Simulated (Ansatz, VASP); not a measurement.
## Cu5Sn: VASP beside Ansatz

```
Cu Sn
1.0
     3.11093    0.00000    0.00000
     0.00000    3.11093    0.00000
     0.00000    0.00000    8.75067
Cu Sn
5 1
Cartesian
  0.0000 0.0000 6.1902
  1.5555 1.5555 7.4516
  0.0000 0.0000 0.0000
  1.5555 1.5555 1.2991
  0.0000 0.0000 2.5605
  1.5555 1.5555 4.3753
```

Alike in both runs: functional PBE; k mesh 12 × 12 × 6; occupations fermi-dirac, width 0.15 eV; no spin polarisation.

Ansatz relaxed the structure, and its values are those at the end. VASP's run is a single point on that final structure, the one shown.

```csv
,VASP,Ansatz
version,VASP 6.6.1,Ansatz 0.2.0
potentials or method,"VASP PAW PBE potentials, release 64 (Cu, Sn_d), cutoff 520 eV","scalar-relativistic, plane waves, PAW"
valence electrons in the cell,69,109
```

```csv
,VASP,Ansatz,Ansatz less VASP
gap on the k mesh at the Fermi level (eV),none,none,-
pressure (GPa),0.2,0.0,-0.22
rms of the force components (eV/Å),0.004,0.000,-0.0037
```

A gap of «none» marks a metal or a gap that the smearing closes. With one functional, cell and mesh, what is left measures potentials, basis and numerics. VASP's potentials hold 69 valence electrons a cell and Ansatz's 109, so a difference there can come from the potentials and not from the codes.
